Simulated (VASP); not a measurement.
# Sb (R-3m) in VASP: density of states with PBE

Aim: the density of states of Sb with PBE.

Everything below comes from runs of VASP 6.6.1. Logs are shortened: lines on timing, memory, paths and dates and some standing lists are left out, and cuts for length are marked.

### 1 The cell of the first run

The typed cell holds 2 atoms: a = 4.532 Å, b = 4.532 Å, c = 4.532 Å, α = 33.65°, β = 33.65°, γ = 33.65°.

### 2 Density of states, PBE (volume scaled by 0.4)

File POSCAR:

```
Sb
1.0
    1.3118866193     -0.7574180928      4.2713863683
    0.0000000000      1.5148361856      4.2713863683
   -1.3118866193     -0.7574180928      4.2713863683
Sb
2
Direct
    0.2500000410      0.2500000410      0.2500000410
   -0.2500000410     -0.2500000410     -0.2500000410
```

File INCAR.step1:

```
SYSTEM = Sb
PREC = Accurate
ENCUT = 520
EDIFF = 1E-6
ISMEAR = -1
SIGMA = 0.1
LREAL = .FALSE.
LASPH = .TRUE.
NELM = 80
ALGO = Normal
ISIF = 2
LWAVE = .FALSE.
LCHARG = .TRUE.
GGA = PE
NBANDS = 12
```

File KPOINTS.step1:

```
regular mesh
0
G
  11 11 11
  0 0 0
```

File INCAR.step2:

```
SYSTEM = Sb
PREC = Accurate
ENCUT = 520
EDIFF = 1E-6
ISMEAR = -5
SIGMA = 0.1
LREAL = .FALSE.
LASPH = .TRUE.
NELM = 80
ALGO = Normal
ISIF = 2
LWAVE = .FALSE.
LCHARG = .FALSE.
GGA = PE
LORBIT = 11
NBANDS = 12
NEDOS = 1001
ICHARG = 11
```

File KPOINTS.step2:

```
regular mesh
0
G
  17 17 17
  0 0 0
```

Potentials or basis: VASP PAW PBE potentials, release 64 (Sb).

The run is started by

```sh
> cat potpaw_PBE.64/Sb/POTCAR > POTCAR
> cp INCAR.step1 INCAR
> cp KPOINTS.step1 KPOINTS
> mpirun -np 1 vasp_std > vasp.out
> cp INCAR.step2 INCAR
> cp KPOINTS.step2 KPOINTS
> mpirun -np 1 vasp_std > vasp.out
```

OUTCAR:

```text
SYSTEM = Sb
   PREC = Accurate
   ENCUT = 520
   EDIFF = 1E-6
   ISMEAR = -5
   LREAL = .FALSE.
   LASPH = .TRUE.
   NELM = 80
   ISIF = 2
   GGA = PE
   LORBIT = 11
   ICHARG = 11

 ion  position               nearest neighbor table
   1  0.250  0.250  0.250-   2 2.62   2 2.62   2 2.62   2 2.62   2 2.62   2 2.62   2 3.71   2 3.71
                             2 3.71
   2  0.750  0.750  0.750-   1 2.62   1 2.62   1 2.62   1 2.62   1 2.62   1 2.62   1 3.71   1 3.71
                             1 3.71

  LATTYP: Found a trigonal (rhomboedric) cell.
 ALAT       =     4.5320492249
 COS(alpha) =     0.8324156868

  Lattice vectors:

 A1 = (   1.3118866193,  -0.7574180928,   4.2713863683)
 A2 = (   0.0000000000,   1.5148361856,   4.2713863683)
 A3 = (  -1.3118866193,  -0.7574180928,   4.2713863683)

Analysis of symmetry for initial positions (statically):
=====================================================================
 Subroutine PRICEL returns following result:

  LATTYP: Found a trigonal (rhomboedric) cell.
 ALAT       =     2.6183808994
 COS(alpha) =     0.4979381333

  Lattice vectors:

 A1 = (   1.3118866193,   0.7574180928,   2.1356942349)
 A2 = (  -1.3118866193,   0.7574180928,   2.1356921334)
 A3 = (   0.0000000000,  -1.5148361856,   2.1356942349)

   2 primitive cells build up your supercell.

 Routine SETGRP: Setting up the symmetry group for a
 trigonal (rhombohedral) supercell.

 Subroutine GETGRP returns: Found 12 space group operations
 (whereof 12 operations were pure point group operations)
 out of a pool of 12 trial point group operations.

The static configuration has the point symmetry D_3d.

Analysis of symmetry for dynamics (positions and initial velocities):
=====================================================================
 Subroutine PRICEL returns following result:

  LATTYP: Found a trigonal (rhomboedric) cell.
 ALAT       =     2.6183808994
 COS(alpha) =     0.4979381333

  Lattice vectors:

 A1 = (   1.3118866193,   0.7574180928,   2.1356942349)
 A2 = (  -1.3118866193,   0.7574180928,   2.1356921334)
 A3 = (   0.0000000000,  -1.5148361856,   2.1356942349)

   2 primitive cells build up your supercell.

 Routine SETGRP: Setting up the symmetry group for a
 trigonal (rhombohedral) supercell.

 Subroutine GETGRP returns: Found 12 space group operations
 (whereof 12 operations were pure point group operations)
 out of a pool of 12 trial point group operations.

The dynamic configuration has the point symmetry D_3d.

 Subroutine INISYM returns: Found 12 space group operations
 (whereof 12 operations are pure point group operations),
 and found     2 'primitive' translations

----------------------------------------------------------------------------------------

                                     Primitive cell

  volume of cell :      12.7327

  direct lattice vectors                    reciprocal lattice vectors
     1.311886619  0.757418093  2.135694235     0.381130373  0.220045868  0.156077325
    -1.311886619  0.757418093  2.135692133    -0.381130623  0.220045868  0.156077325
     0.000000000 -1.514836186  2.135694235    -0.000000125 -0.440091519  0.156077325

  length of vectors
     2.618380899  2.618379185  2.618380899     0.466948258  0.466948462  0.466948258

  position of ions in fractional coordinates (direct lattice)
     0.500000000  0.500000000  0.500000000

  ion indices of the primitive-cell ions
   primitive index   ion index
                 1           1

----------------------------------------------------------------------------------------

 KPOINTS: regular mesh

Automatic generation of k-mesh.
 Grid dimensions read from file:
 generate k-points for:   17   17   17

 Generating k-lattice:

  Cartesian coordinates                     Fractional coordinates (reciprocal lattice)
     0.022419441 -0.012943870  0.004590510     0.058823529  0.000000000  0.000000000
     0.000000000  0.025887741  0.004590510     0.000000000  0.058823529  0.000000000
    -0.022419441 -0.012943870  0.004590510     0.000000000  0.000000000  0.058823529

  Length of vectors
     0.026291594  0.026291594  0.026291594

  Shift w.r.t. Gamma in fractional coordinates (k-lattice)
     0.000000000  0.000000000  0.000000000

 TETIRR: Found   2465 inequivalent tetrahedra from    29478

 Subroutine IBZKPT returns following result:
 ===========================================

 Found    489 irreducible k-points:

 Following reciprocal coordinates:
            Coordinates               Weight
  0.000000  0.000000  0.000000      1.000000
  0.058824  0.000000 -0.000000      6.000000
  0.117647  0.000000 -0.000000      6.000000
  0.176471  0.000000  0.000000      6.000000
  0.235294  0.000000 -0.000000      6.000000
  0.294118  0.000000 -0.000000      6.000000
[... 16 lines left out ...]
 -0.176471  0.058824  0.000000     12.000000
 -0.117647  0.058824  0.000000     12.000000
 [... further k-points ...]
   k-points           NKPTS =    489   k-points in BZ     NKDIM =    489   number of bands    NBANDS=     12
   number of dos      NEDOS =   1001   number of ions     NIONS =      2
   total plane-waves  NPLWV =  46656
   dimension x,y,z NGX =    36 NGY =   36 NGZ =   36
   dimension x,y,z NGXF=    72 NGYF=   72 NGZF=   72
   ions per type =               2
   NGX,Y,Z   is equivalent  to a cutoff of  13.21, 13.21, 13.21 a.u.
   NGXF,Y,Z  is equivalent  to a cutoff of  26.41, 26.41, 26.41 a.u.
 SYSTEM =  Sb
   PREC   = accura    normal or accurate (medium, high low for compatibility)
   ISTART =      0    job   : 0-new  1-cont  2-samecut
   ICHARG =     11    charge: 1-file 2-atom 10-const
   ISPIN  =      1    spin polarized calculation?
   LNONCOLLINEAR =      F non collinear calculations
   LSORBIT =      F    spin-orbit coupling
   LASPH  =      T    aspherical Exc in radial PAW
   ENCUT  =  520.0 eV  38.22 Ry    6.18 a.u.   8.43  8.43  8.43*2*pi/ulx,y,z
   NELM   =     80;   NELMIN=  2; NELMDL=  0     # of ELM steps
   EDIFF  = 0.1E-05   stopping-criterion for ELM
   LREAL  =      F    real-space projection
   EDIFFG = 0.1E-04   stopping-criterion for IOM
   NSW    =      0    number of steps for IOM
   IBRION =     -1    ionic relax: 0-MD 1-quasi-New 2-CG
   NFREE  =      0    steps in history (QN), initial steepest desc. (CG)
   ISIF   =      2    stress and relaxation
   ISYM   =      2    0-nonsym 1-usesym 2-fastsym
   POTIM  = 0.5000    time-step for ionic-motion
   TEBEG  =    0.0;   TEEND  =   0.0 temperature during run
   PSTRESS=    0.0 pullay stress
   NELECT =      10.0000    total number of electrons
   NUPDOWN=      -1.0000    fix difference up-down
   EMIN   =  10.00;   EMAX   =-10.00  energy-range for DOS
   EFERMI =   0.00;   METHOD = LEGACY
   ISMEAR =    -5;   SIGMA  =   0.10  broadening in eV -4-tet -1-fermi 0-gaus
   EFERMI_NEDOS =   21; number of points for ismear=-14 and -15
   IALGO  =     38    algorithm
   IMIX   =      4    mixing-type and parameters
     AMIX     =   0.40;   BMIX     =  1.00
     AMIX_MAG =   1.60;   BMIX_MAG =  1.00
  volume/ion in A,a.u.               =      12.73        85.92
  Fermi-wavevector in a.u.,A,eV,Ry     =   1.198830  2.265460 19.554191  1.437192
  Thomas-Fermi vector in A             =   2.334708
   LORBIT       =     11    0 simple, 1 ext, 2 COOP (PROOUT), +10 PAW based schemes
   GGA     = PE    functional components
   LHFCALC =     F    Hartree Fock is set to
   AEXX    =    0.0000 exact exchange contribution
   IVDW    =     0    specifies the selected vdW correction
   LEPSILON=     F    determine dielectric tensor
   LRPA    =     F    only Hartree local field effects (RPA)
 non-spin polarized calculation
 Fermi weights with tetrahedron method with Bloechl corrections
  energy-cutoff  :      520.00
  volume of cell :       25.47
 maximum number of plane-waves:       701
 NGX is ok and might be reduce to    36

 number of electron      10.0000000 magnetization

 Free energy of the ion-electron system (eV)
  ---------------------------------------------------
  ext. energy  EPLUGINS =         0.00000000
  ---------------------------------------------------
  free energy    TOTEN  =         4.46779877 eV

  energy without entropy =        4.46779877  energy(sigma->0) =        4.46779877

 E-fermi :  22.6036     XC(G=0): -13.8382

 val. band max:       22.8705268514   @ k =  -0.0588   0.2941   0.0588
 cond. band min:      22.3445702534   @ k =  -0.2353  -0.4706   0.1176
 fundamental gap:     -0.5259565981
 Fermi energy:        22.6036325490

 k-point     1 :       0.0000    0.0000    0.0000
  band No.  band energies     occupation
      1       0.7717      2.00000
      2      10.0297      2.00000
      3      10.6080      2.00000
      4      30.3697      0.00000
      5      30.4871      0.00000
      6      30.4871      0.00000
      7      30.8890      0.00000
      8      33.8860      0.00000
      9      33.8860      0.00000
     10      33.9273      0.00000
     11      33.9273      0.00000
     12      34.0781      0.00000

 k-point     2 :       0.0588    0.0000   -0.0000
  band No.  band energies     occupation
      1       0.8886      2.00000
      2       9.9729      2.00000
      3      10.8982      2.00000
      4      28.9886      0.00000
      5      30.0299      0.00000
      6      30.3124      0.00000
      7      30.5775      0.00000
      8      32.7146      0.00000
      9      33.0563      0.00000
     10      33.9727      0.00000
     11      34.3914      0.00000
     12      34.8752      0.00000

 k-point     3 :       0.1176    0.0000   -0.0000
  band No.  band energies     occupation
      1       1.2403      2.00000
      2      10.0051      2.00000
      3      11.5655      2.00000
      4      26.3898      0.00000
      5      29.0884      0.00000
      6      29.3075      0.00000
      7      30.0790      0.00000
      8      31.4415      0.00000
      9      31.7196      0.00000
     10      33.9177      0.00000
     11      35.4759      0.00000
     12      36.0660      0.00000

 k-point     4 :       0.1765    0.0000    0.0000
  band No.  band energies     occupation
      1       1.8287      2.00000
      2      10.2387      2.00000
      3      12.4940      2.00000
      4      23.5792      0.14197
      5      27.2069      0.00000
      6      28.0716      0.00000
      7      29.7874      0.00000
      8      30.3505      0.00000
      9      30.7075      0.00000
     10      33.8663      0.00000
     11      35.7135      0.00000
     12      36.7313      0.00000

 k-point     5 :       0.2353    0.0000   -0.0000
  band No.  band energies     occupation
      1       2.6568      2.00000
      2      10.6939      2.00000
      3      13.6490      2.00000
      4      20.7687      2.12563
      5      24.8951     -0.05766
      6      27.1292      0.00000
      7      29.0336      0.00000
      8      29.4951      0.00000
      9      30.1277      0.00000
     10      32.6214      0.00000
     11      34.8764      0.00000
     12      37.5948      0.00000
[... 228 lines left out ...]
      1       4.3923      2.00000
      2      12.3842      2.00000
      3      15.0116      2.00000
      4      17.2087      2.00000
      5      21.1856      2.07310
      6      24.5346     -0.10470
      7      26.1592      0.00000
      8      29.4687      0.00000
      9      30.2442      0.00000
     10      31.1014      0.00000
     11      35.9894      0.00000
     12      37.5985      0.00000

 k-point    22 :      -0.2353    0.0588    0.0000
  band No.  band energies     occupation
      1       3.2090      2.00000
      2      11.6037      2.00000
      3      13.7886      2.00000
      4      19.6088      2.00000
      5      23.4632      0.16700
      6      25.1772     -0.00009
      7      27.1165      0.00000
      8      30.5340      0.00000
      9      31.4149      0.00000
     10      32.1676      0.00000
     11      35.6393      0.00000
     12      37.2116      0.00000

 k-point    23 :      -0.1765    0.0588    0.0000
  band No.  band energies     occupation
      1       2.2697      2.00000
      2      11.0513      2.00000
      3      12.5416      2.00000
      4      22.3663      1.21733
      5      25.8026      0.00000
      6      25.9854      0.00000
      7      28.2041      0.00000
      8      30.8409      0.00000
      9      32.2135      0.00000
     10      34.0923      0.00000
     11      35.5133      0.00000
     12      36.3650      0.00000

 k-point    24 :      -0.1176    0.0588    0.0000
  band No.  band energies     occupation
      1       1.5718      2.00000
      2      10.7076      2.00000
      3      11.5179      2.00000
      4      25.1859     -0.01740
      5      26.9192      0.00000
      6      28.0508      0.00000
      7      29.4421      0.00000
      8      31.0360      0.00000
      9      32.7437      0.00000
     10      34.6031      0.00000
     11      35.2536      0.00000
     12      35.8632      0.00000

 [... further k-points ...]
[... 5 lines left out ...]
  --------------------------------------------------------------------------------------
  -------------------------------------------------------------------------------------
  Total       43.5297725     43.5297725     43.7037594      0.0000000      0.0000000      0.0000000
  in kB     2738.7027308   2738.7027308   2749.6492240      0.0000000      0.0000000      0.0000000
  external PRESSURE =    2742.3515619 kB  Pullay stress =       0.0000000 kB

 VOLUME and BASIS-vectors are now :
 -----------------------------------------------------------------------------
  energy-cutoff  :      520.00
  volume of cell :       25.47
      direct lattice vectors                 reciprocal lattice vectors
     1.311886619 -0.757418093  4.271386368     0.381130498 -0.220045795  0.078038675
     0.000000000  1.514836186  4.271386368     0.000000000  0.440091591  0.078038675
    -1.311886619 -0.757418093  4.271386368    -0.381130498 -0.220045795  0.078038675

 POSITION                                       TOTAL-FORCE (eV/Angst)
 -----------------------------------------------------------------------------------
      0.00000      0.00000      3.20354         0.000000      0.000000     -0.000000
      0.00000      0.00000      9.61062         0.000000      0.000000      0.000000
 -----------------------------------------------------------------------------------
    total drift:                               -0.000000      0.000000     -0.000000

  FREE ENERGIE OF THE ION-ELECTRON SYSTEM (eV)
  ---------------------------------------------------
  free  energy   TOTEN  =         4.4677987671 eV

  energy  without entropy=        4.4677987671  energy(sigma->0) =        4.46779877

 total charge

# of ion       s       p       d       tot
------------------------------------------
    1        1.283   1.583   0.284   3.151
    2        1.283   1.583   0.284   3.151
--------------------------------------------------
tot          2.566   3.167   0.568   6.301
```

Run time: 3.7 min. Hardware: 1 thread of Intel Xeon Platinum 8259CL at 2.50GHz (Skylake/Cascade Lake), shared host; peak memory 0.3 GiB.

Results:

| Property | Result |
| --- | --- |
| Valence electrons inside the program's atomic spheres | Sb 3.15 |

Caveat: spin-orbit coupling is left out, which moves the levels of the heavy elements; tetrahedron occupations give inexact forces and stress in metals.
